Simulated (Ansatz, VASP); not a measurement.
# N in VASP and in Ansatz

INCAR

```
ALGO = Normal ; EDIFF = 1E-8
ENCUT = 520 ; GGA = PS
ISIF = 2 ; ISMEAR = -1
LASPH = True ; LCHARG = False
LEFG = True ; LREAL = False
LWAVE = False ; NBANDS = 12
NELM = 80 ; PREC = Accurate
SIGMA = 0.02
```

File KPOINTS:

```
k-points
0
Gamma
  10 10 5
```

Contents of POSCAR:

```
N
1.0
    3.6290016496      0.0000000000      0.0000000000
   -1.8145008248      3.1428076190      0.0000000000
    0.0000000000      0.0000000000      5.8900000000
N
2
Direct
    0.3333333333      0.6666666667      0.2500000000
    0.6666666667      0.3333333333      0.7500000000
```

Input for Ansatz:

```yaml
crystal:
  lattice:
    - [3.6290016496, 0.0, 0.0]
    - [-1.8145008248, 3.142807619, 0.0]
    - [0.0, 0.0, 5.89]
  atoms:
    - { symbol: "N", position: [0.3333333333, 0.6666666667, 0.25] }
    - { symbol: "N", position: [0.6666666667, 0.3333333333, 0.75] }
kpoints:
  mp_grid: { grid: [10, 10, 5] }
  band_path:
    path:
      - [0.0, 0.0, 0.0]
      - [0.5, 0.0, 0.0]
      - [0.3333333333, 0.3333333333, 0.0]
      - [0.0, 0.0, 0.0]
      - [0.0, 0.0, 0.5]
      - [0.5, 0.0, 0.5]
      - [0.3333333333, 0.3333333333, 0.5]
      - [0.0, 0.0, 0.5]
      - [0.5, 0.0, 0.5]
    npoints: 5
scf:
  occupations: { method: fermi_dirac, width: 0.02 }
hamiltonian:
  xc: pbesol
  pseudopotentials: { kind: paw }
output:
  forces: true
  stress: true
  eigenvalues: true
  efg: { contact_densities: true }
```

Alike in both runs: task electric field gradients; functional PBEsol; k mesh 10 × 10 × 5; occupations fermi-dirac, width 0.02 eV; no spin polarisation.

|  | VASP | Ansatz |
| --- | --- | --- |
| version | VASP 6.6.1 | Ansatz 0.2.0 |
| potentials or method | VASP PAW PBE potentials, release 64 (N) | PAW with Ansatz's default frozen-core files, scalar-relativistic |
| plane-wave cutoff (eV) | 520 | 420 |
| valence electrons in the cell | 10 | 10 |

```csv
,VASP,Ansatz,Ansatz less VASP
pressure (GPa),-7.8,-7.7,+0.06
size of Vzz on the site where it differs most (V/Å²),0.4,0.4,-0.01
```

VASP's potentials were made for PBE, not for PBEsol. With one functional, cell and mesh, what is left measures potentials, basis and numerics.
